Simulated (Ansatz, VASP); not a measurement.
## Two plane-wave programs on In

```
In
1.0
     0.00000    2.92004    2.92004
     2.92004    0.00000    2.92004
     2.92004    2.92004    0.00000
In
2
Cartesian
  -0.7300 -0.7300 -0.7300
  0.7300 0.7300 0.7300
```

Change from the starting cell: volume scaled by 0.65, PAW files.

Alike in both runs: task single point; functional PBE; k mesh 11 × 11 × 11; occupations fermi-dirac, width 0.1 eV; no spin polarisation.

```csv
,VASP,Ansatz
version,VASP 6.6.1,Ansatz 0.2.0
potentials or method,"VASP PAW PBE potentials, release 64 (In_d)","PAW with Ansatz's default frozen-core files, scalar-relativistic"
plane-wave cutoff (eV),520,420
valence electrons in the cell,26,26
```

```csv
,VASP,Ansatz,Ansatz less VASP
pressure (GPa),28.2,28.1,-0.06
```

Both programs put the cell under a high pressure, so it lies far from rest at this level.
